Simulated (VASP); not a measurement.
# Co (P6_3/mmc) in VASP: a series of runs

Co is run at these levels: PBE; tasks: single point.

Everything below comes from runs of VASP 6.6.1. Logs are shortened: lines on timing, memory, paths and dates and some standing lists are left out, and cuts for length are marked.

### Step 1. The cell of the first run

Symmetry: P6_3/mmc, No. 194, hexagonal system. The conventional cell has a = 2.485 Å, b = 2.485 Å, c = 4.036 Å, α = 90.00°, β = 90.00°, γ = 120.00°. Within 3.3 Å of Co (site symmetry -6m2) lie 12 Co at 2.48 Å.

### Step 2. Single point, PBE, collinear spin, ferromagnetic start (volume scaled by 0.96)

Input file INCAR:

```
SYSTEM = Co
ALGO = Normal
EDIFF = 1E-7
ENCUT = 520
GGA = PE
ISIF = 2
ISMEAR = -1
ISPIN = 2
LASPH = .True.
LCHARG = .True.
LELF = .True.
LMAXMIX = 4
LORBIT = 11
LREAL = .False.
LVHAR = .True.
LWAVE = .False.
MAGMOM = 2 2
NBANDS = 20
NELM = 150
PREC = Accurate
SIGMA = 0.05
```

Input file KPOINTS:

```
k-points
0
Gamma
  19 19 10
  0 0 0
```

Input file POSCAR:

```
Co
1.0
    2.4849561438      0.0000000000      0.0000000000
   -1.2424780719      2.1520351478      0.0000000000
    0.0000000000      0.0000000000      4.0357094384
Co
2
Direct
    0.3333333333      0.6666666667      0.2500000000
    0.6666666667      0.3333333333      0.7500000000
```

Potentials or basis: VASP PAW PBE potentials, release 64 (Co).

On the command line:

```console
$ cat potpaw_PBE.64/Co/POTCAR > POTCAR
$ mpirun -np 1 vasp_std > vasp.out
```

OUTCAR:

```text
SYSTEM = Co
   EDIFF = 1E-7
   ENCUT = 520
   GGA = PE
   ISIF = 2
   ISMEAR = -1
   ISPIN = 2
   LASPH = .True.
   LORBIT = 11
   LREAL = .False.
   NELM = 150
   PREC = Accurate

 ion  position               nearest neighbor table
   1  0.333  0.667  0.250-   2 2.48   2 2.48   2 2.48   2 2.48   2 2.48   2 2.48
   2  0.667  0.333  0.750-   1 2.48   1 2.48   1 2.48   1 2.48   1 2.48   1 2.48

  LATTYP: Found a hexagonal cell.
 ALAT       =     2.4849561438
 C/A-ratio  =     1.6240566050

  Lattice vectors:

 A1 = (   2.4849561438,   0.0000000000,   0.0000000000)
 A2 = (  -1.2424780719,   2.1520351478,   0.0000000000)
 A3 = (   0.0000000000,   0.0000000000,   4.0357094384)

Analysis of symmetry for initial positions (statically):
=====================================================================
 Subroutine PRICEL returns:
 Original cell was already a primitive cell.

 Routine SETGRP: Setting up the symmetry group for a
 hexagonal supercell.

 Subroutine GETGRP returns: Found 24 space group operations
 (whereof 12 operations were pure point group operations)
 out of a pool of 24 trial point group operations.

The static configuration has the point symmetry D_3d.
 The point group associated with its full space group is D_6h.

Analysis of symmetry for dynamics (positions and initial velocities):
=====================================================================
 Subroutine PRICEL returns:
 Original cell was already a primitive cell.

 Routine SETGRP: Setting up the symmetry group for a
 hexagonal supercell.

 Subroutine GETGRP returns: Found 24 space group operations
 (whereof 12 operations were pure point group operations)
 out of a pool of 24 trial point group operations.

The dynamic configuration has the point symmetry D_3d.
 The point group associated with its full space group is D_6h.

Analysis of structural, dynamic, and magnetic symmetry:
=====================================================================
 Subroutine PRICEL returns:
 Original cell was already a primitive cell.

 Routine SETGRP: Setting up the symmetry group for a
 hexagonal supercell.

 Subroutine GETGRP returns: Found 24 space group operations
 (whereof 12 operations were pure point group operations)
 out of a pool of 24 trial point group operations.

The overall configuration has the point symmetry D_3d.
 The point group associated with its full space group is D_6h.

 Subroutine INISYM returns: Found 24 space group operations
 (whereof 12 operations are pure point group operations),
 and found     1 'primitive' translations

----------------------------------------------------------------------------------------

                                     Primitive cell

  volume of cell :      21.5818

  direct lattice vectors                    reciprocal lattice vectors
     2.484956144  0.000000000  0.000000000     0.402421589  0.232338213  0.000000000
    -1.242478072  2.152035148  0.000000000     0.000000000  0.464676425  0.000000000
     0.000000000  0.000000000  4.035709438     0.000000000  0.000000000  0.247787908

  length of vectors
     2.484956144  2.484956144  4.035709438     0.464676425  0.464676425  0.247787908

  position of ions in fractional coordinates (direct lattice)
     0.333333333  0.666666667  0.250000000
     0.666666667  0.333333333  0.750000000

  ion indices of the primitive-cell ions
   primitive index   ion index
                 1           1
                 2           2

----------------------------------------------------------------------------------------

 KPOINTS: k-points

Automatic generation of k-mesh.
 Grid dimensions read from file:
 generate k-points for:   19   19   10

 Generating k-lattice:

  Cartesian coordinates                     Fractional coordinates (reciprocal lattice)
     0.021180084  0.012228327  0.000000000     0.052631579  0.000000000  0.000000000
     0.000000000  0.024456654  0.000000000     0.000000000  0.052631579  0.000000000
     0.000000000  0.000000000  0.024778791     0.000000000  0.000000000  0.100000000

  Length of vectors
     0.024456654  0.024456654  0.024778791

  Shift w.r.t. Gamma in fractional coordinates (k-lattice)
     0.000000000  0.000000000  0.000000000

 Subroutine IBZKPT returns following result:
 ===========================================

 Found    240 irreducible k-points:

 Following reciprocal coordinates:
            Coordinates               Weight
  0.000000  0.000000  0.000000      1.000000
  0.052632 -0.000000  0.000000      6.000000
  0.105263 -0.000000  0.000000      6.000000
  0.157895  0.000000  0.000000      6.000000
  0.210526 -0.000000  0.000000      6.000000
  0.263158 -0.000000  0.000000      6.000000
[... 16 lines left out ...]
  0.263158  0.105263  0.000000     12.000000
  0.315789  0.105263  0.000000     12.000000
 [... further k-points ...]
   k-points           NKPTS =    240   k-points in BZ     NKDIM =    240   number of bands    NBANDS=     20
   number of dos      NEDOS =    301   number of ions     NIONS =      2
   total plane-waves  NPLWV =   9720
   dimension x,y,z NGX =    18 NGY =   18 NGZ =   30
   dimension x,y,z NGXF=    36 NGYF=   36 NGZF=   60
   ions per type =               2
   NGX,Y,Z   is equivalent  to a cutoff of  12.04, 12.04, 12.36 a.u.
   NGXF,Y,Z  is equivalent  to a cutoff of  24.08, 24.08, 24.72 a.u.
 SYSTEM =  Co
   PREC   = accura    normal or accurate (medium, high low for compatibility)
   ISTART =      0    job   : 0-new  1-cont  2-samecut
   ICHARG =      2    charge: 1-file 2-atom 10-const
   ISPIN  =      2    spin polarized calculation?
   LNONCOLLINEAR =      F non collinear calculations
   LSORBIT =      F    spin-orbit coupling
   LASPH  =      T    aspherical Exc in radial PAW
   ENCUT  =  520.0 eV  38.22 Ry    6.18 a.u.   4.62  4.62  7.50*2*pi/ulx,y,z
   NELM   =    150;   NELMIN=  2; NELMDL= -5     # of ELM steps
   EDIFF  = 0.1E-06   stopping-criterion for ELM
   LREAL  =      F    real-space projection
   EDIFFG = 0.1E-05   stopping-criterion for IOM
   NSW    =      0    number of steps for IOM
   IBRION =     -1    ionic relax: 0-MD 1-quasi-New 2-CG
   NFREE  =      0    steps in history (QN), initial steepest desc. (CG)
   ISIF   =      2    stress and relaxation
   ISYM   =      2    0-nonsym 1-usesym 2-fastsym
   POTIM  = 0.5000    time-step for ionic-motion
   TEBEG  =    0.0;   TEEND  =   0.0 temperature during run
   PSTRESS=    0.0 pullay stress
   NELECT =      18.0000    total number of electrons
   NUPDOWN=      -1.0000    fix difference up-down
   EMIN   =  10.00;   EMAX   =-10.00  energy-range for DOS
   EFERMI =   0.00;   METHOD = LEGACY
   ISMEAR =    -1;   SIGMA  =   0.05  broadening in eV -4-tet -1-fermi 0-gaus
   EFERMI_NEDOS =   21; number of points for ismear=-14 and -15
   IALGO  =     38    algorithm
   IMIX   =      4    mixing-type and parameters
     AMIX     =   0.40;   BMIX     =  1.00
     AMIX_MAG =   1.60;   BMIX_MAG =  1.00
  volume/ion in A,a.u.               =      10.79        72.82
  Fermi-wavevector in a.u.,A,eV,Ry     =   1.541001  2.912070 32.309551  2.374685
  Thomas-Fermi vector in A             =   2.647009
   LORBIT       =     11    0 simple, 1 ext, 2 COOP (PROOUT), +10 PAW based schemes
   GGA     = PE    functional components
   LHFCALC =     F    Hartree Fock is set to
   AEXX    =    0.0000 exact exchange contribution
   IVDW    =     0    specifies the selected vdW correction
   LEPSILON=     F    determine dielectric tensor
   LRPA    =     F    only Hartree local field effects (RPA)
 spin polarized calculation
  energy-cutoff  :      520.00
  volume of cell :       21.58
 maximum number of plane-waves:       594
   NGX =  9   NGY =  9   NGZ = 15

 number of electron      18.0000005 magnetization       3.2040632

 Free energy of the ion-electron system (eV)
  ---------------------------------------------------
  ext. energy  EPLUGINS =         0.00000000
  ---------------------------------------------------
  free energy    TOTEN  =       -14.07706751 eV

  energy without entropy =      -14.06200136  energy(sigma->0) =      -14.06953444

 E-fermi :  10.3299     XC(G=0): -13.4358

 val. band max:       10.3273242024   @ k =   0.4211  -0.0000   0.2000
 cond. band min:      10.3370270039   @ k =   0.3158   0.1053   0.3000
 fundamental gap:      0.0097028015
 Fermi energy:        10.3298560028

 spin component 1

 k-point     1 :       0.0000    0.0000    0.0000
  band No.  band energies     occupation
      1       1.3944      1.00000
      2       5.1772      1.00000
      3       7.6960      1.00000
      4       7.7406      1.00000
      5       7.7406      1.00000
      6       8.0501      1.00000
[... 12 lines left out ...]
     19      36.4026      0.00000
     20      36.4026      0.00000

 k-point     2 :       0.0526   -0.0000    0.0000
  band No.  band energies     occupation
      1       1.4926      1.00000
      2       5.2374      1.00000
      3       7.5856      1.00000
      4       7.7867      1.00000
      5       7.8384      1.00000
      6       8.0270      1.00000
[... 12 lines left out ...]
     19      37.7032      0.00000
     20      38.2046      0.00000
[... 465 lines left out ...]
      3       6.3487      1.00000
      4       6.9235      1.00000
      5       7.6287      1.00000
      6       7.8373      1.00000
[... 12 lines left out ...]
     19      34.3430      0.00000
     20      35.7991      0.00000

 k-point    24 :       0.3158    0.1053    0.0000
  band No.  band energies     occupation
      1       5.1925      1.00000
      2       5.9616      1.00000
      3       6.1252      1.00000
      4       7.0917      1.00000
      5       7.5652      1.00000
      6       7.9513      1.00000
[... 12 lines left out ...]
     19      33.7427      0.00000
     20      35.4310      0.00000

 [... further k-points ...]

 spin component 2

 k-point     1 :       0.0000    0.0000    0.0000
  band No.  band energies     occupation
      1       1.3878      1.00000
      2       6.1108      1.00000
      3       9.3145      1.00000
      4       9.3694      1.00000
      5       9.3694      1.00000
      6       9.7318      0.99999
[... 12 lines left out ...]
     19      36.6902      0.00000
     20      36.6902      0.00000

 k-point     2 :       0.0526   -0.0000    0.0000
  band No.  band energies     occupation
      1       1.4863      1.00000
      2       6.1790      1.00000
      3       9.1850      1.00000
      4       9.4200      1.00000
      5       9.4789      1.00000
      6       9.7016      1.00000
[... 12 lines left out ...]
     19      38.0020      0.00000
     20      38.4317      0.00000
[... 465 lines left out ...]
      3       7.5204      1.00000
      4       8.1478      1.00000
      5       9.2299      1.00000
      6       9.3630      1.00000
[... 12 lines left out ...]
     19      34.6600      0.00000
     20      36.1455      0.00000

 k-point    24 :       0.3158    0.1053    0.0000
  band No.  band energies     occupation
      1       5.5392      1.00000
      2       7.2135      1.00000
      3       7.3248      1.00000
      4       8.1583      1.00000
      5       9.1529      1.00000
      6       9.5054      1.00000
[... 12 lines left out ...]
     19      34.0681      0.00000
     20      35.7766      0.00000

 [... further k-points ...]

------------------------ aborting loop because EDIFF is reached ----------------------------------------

  FORCE on cell =-STRESS in cart. coord.  units (eV):
  Direction    XX          YY          ZZ          XY          YZ          ZX
  --------------------------------------------------------------------------------------
  -------------------------------------------------------------------------------------
  Total        0.1595419      0.1595419     -0.0634293      0.0000000     -0.0000000      0.0000000
  in kB       11.8439696     11.8439696     -4.7088244      0.0000000     -0.0000000      0.0000000
  external PRESSURE =       6.3263716 kB  Pullay stress =       0.0000000 kB

 VOLUME and BASIS-vectors are now :
 -----------------------------------------------------------------------------
  energy-cutoff  :      520.00
  volume of cell :       21.58
      direct lattice vectors                 reciprocal lattice vectors
     2.484956144  0.000000000  0.000000000     0.402421589  0.232338213  0.000000000
    -1.242478072  2.152035148  0.000000000     0.000000000  0.464676425  0.000000000
     0.000000000  0.000000000  4.035709438     0.000000000  0.000000000  0.247787908

 POSITION                                       TOTAL-FORCE (eV/Angst)
 -----------------------------------------------------------------------------------
     -0.00000      1.43469      1.00893        -0.000000     -0.000000      0.000000
      1.24248      0.71735      3.02678         0.000000      0.000000      0.000000
 -----------------------------------------------------------------------------------
    total drift:                               -0.000000      0.000000     -0.000000

  FREE ENERGIE OF THE ION-ELECTRON SYSTEM (eV)
  ---------------------------------------------------
  free  energy   TOTEN  =       -14.0770675092 eV

  energy  without entropy=      -14.0620013608  energy(sigma->0) =      -14.06953444

 total charge

# of ion       s       p       d       tot
------------------------------------------
    1        0.491   0.526   7.267   8.284
    2        0.491   0.526   7.267   8.284
--------------------------------------------------
tot          0.982   1.052  14.534  16.567

 magnetization (x)

# of ion       s       p       d       tot
------------------------------------------
    1       -0.015  -0.055   1.691   1.621
    2       -0.015  -0.055   1.691   1.621
--------------------------------------------------
tot         -0.030  -0.109   3.382   3.242
```

Wall time 82 s (1 thread of Intel Xeon 6975P-C (Granite Rapids), shared host); peak memory 0.24 GiB.

What came out:

```
Free energy                                           : -14.0771 eV
Pressure                                              : 0.6 GPa
Net moment                                            : 3.20 μB per cell
Site moments                                          : Co +1.62 μB
Valence electrons inside the program's atomic spheres : Co 8.28
```

Stress tensor (GPa, compression positive):
```
 1.18  0.00  0.00
 0.00  1.18  0.00
 0.00  0.00 -0.47
```

### Step 3. Single point, PBE, collinear spin, ferromagnetic start (volume scaled by 0.98)

Input file INCAR:

```
SYSTEM = Co
  PREC = Accurate
  ENCUT = 520
  EDIFF = 1E-6
  ISMEAR = -1
  SIGMA = 0.05
  LREAL = .FALSE.
  LASPH = .TRUE.
  NELM = 150
  ALGO = Normal
  ISIF = 2
  LWAVE = .FALSE.
  LCHARG = .FALSE.
  ISPIN = 2
  MAGMOM = 2 2
  LORBIT = 11
  LMAXMIX = 4
  GGA = PE
  NBANDS = 20
```

Input file KPOINTS:

```
regular mesh
0
G
  19 19 10
  0 0 0
```

Input file POSCAR:

```
Co
1.0
    2.5020943139      0.0000000000      0.0000000000
   -1.2510471570      2.1668772385      0.0000000000
    0.0000000000      0.0000000000      4.0635427969
Co
2
Direct
    0.3333333333      0.6666666667      0.2500000000
    0.6666666667      0.3333333333      0.7500000000
```

Potentials or basis: VASP PAW PBE potentials, release 64 (Co).

On the command line:

```console
$ cat potpaw_PBE.64/Co/POTCAR > POTCAR
$ mpirun -np 1 vasp_std > vasp.out
```

It took 76 s on 1 thread of Intel Xeon 6975P-C (Granite Rapids), shared host; peak memory 0.25 GiB.

The run converged. Its results:

```
Free energy                                           : -14.0730 eV
Pressure                                              : -3.5 GPa
Net moment                                            : 3.24 μB per cell
Site moments                                          : Co +1.64 μB
Valence electrons inside the program's atomic spheres : Co 8.24
```

Stress tensor (GPa, compression positive):
```
-2.98  0.00  0.00
 0.00 -2.98  0.00
 0.00  0.00 -4.54
```

Levels at points of the mesh, in eV from the Fermi level:
Spin up:
```tsv
k point	band 8	band 9	band 10	band 11	band 12	band 13	band 14	band 15
(0.00, 0.00, 0.00)	-1.92	-1.92	-0.86	-0.86	-0.11	6.16	21.90	24.35
(0.00, 0.00, 0.50)	-2.63	-1.16	-1.16	-1.16	-1.16	14.74	14.74	22.62
```
Spin down:
```csv
k point,band 5,band 6,band 7,band 8,band 9,band 10
"(0.00, 0.00, 0.00)",-0.92,-0.57,-0.57,-0.18,-0.14,-0.14
"(0.00, 0.00, 0.50)",-0.98,-0.98,-0.98,-0.98,0.71,0.71
```

### Step 4. Single point, PBE, collinear spin, ferromagnetic start (volume scaled by 0.99)

Input file INCAR:

```
SYSTEM = Co
  ALGO = Normal
  EDIFF = 1E-6
  ENCUT = 520
  GGA = PE
  ISIF = 2
  ISMEAR = -1
  ISPIN = 2
  LASPH = .True.
  LCHARG = .False.
  LMAXMIX = 4
  LORBIT = 11
  LREAL = .False.
  LWAVE = .False.
  MAGMOM = 2 2
  NBANDS = 20
  NELM = 150
  PREC = Accurate
  SIGMA = 0.05
```

Input file KPOINTS:

```
k-points
0
Gamma
  19 19 10
  0 0 0
```

Input file POSCAR:

```
Co
1.0
    2.5105760544      0.0000000000      0.0000000000
   -1.2552880272      2.1742226413      0.0000000000
    0.0000000000      0.0000000000      4.0773176236
Co
2
Direct
    0.3333333333      0.6666666667      0.2500000000
    0.6666666667      0.3333333333      0.7500000000
```

On the command line:

```console
$ cat potpaw_PBE.64/Co/POTCAR > POTCAR
$ mpirun -np 1 vasp_std > vasp.out
```

Wall time 81 s (1 thread of Intel Xeon 6975P-C (Granite Rapids), shared host); peak memory 0.25 GiB.

It converged, with:

| Property | Result |
| --- | --- |
| Free energy | -14.0667 eV |
| Pressure | -5.5 GPa |
| Net moment | 3.25 μB per cell |
| Site moments | Co +1.65 μB |
| Valence electrons inside the program's atomic spheres | Co 8.22 |

Stress tensor (GPa, compression positive):
```
-4.97  0.00  0.00
 0.00 -4.97  0.00
 0.00  0.00 -6.47
```

Levels at points of the mesh, in eV from the Fermi level:
Spin up:
```csv
k point,band 9,band 10,band 11,band 12,band 13,band 14
"(0.00, 0.00, 0.00)",-1.92,-0.88,-0.88,-0.10,6.07,21.82
"(0.00, 0.00, 0.50)",-1.18,-1.18,-1.18,-1.18,14.63,14.63
```
Spin down:
```
           k point  band 5  band 6  band 7  band 8  band 9  band 10
(0.00, 0.00, 0.00)   -0.90   -0.55   -0.55   -0.18   -0.13    -0.13
(0.00, 0.00, 0.50)   -0.96   -0.96   -0.96   -0.96    0.70     0.70
```

### Step 5. The runs side by side

```csv
cell,gap on the mesh (eV),pressure (GPa),moment (μB)
"a = 2.485, b = 2.485, c = 4.036 Å, angles 90.0, 90.0, 120.0°, 2 atoms",none,0.6,3.20
"a = 2.502, b = 2.502, c = 4.064 Å, angles 90.0, 90.0, 120.0°, 2 atoms",none,-3.5,3.24
"a = 2.511, b = 2.511, c = 4.077 Å, angles 90.0, 90.0, 120.0°, 2 atoms",none,-5.5,3.25
```

Alike in all rows: task single point; level PBE; potentials or basis VASP PAW PBE potentials, release 64 (Co); spin collinear, ferromagnetic start; k mesh 19 × 19 × 10; cutoff (eV) 520; smearing fermi-dirac 0.05 eV.

Absolute energies hang on the potentials; compare differences alone.
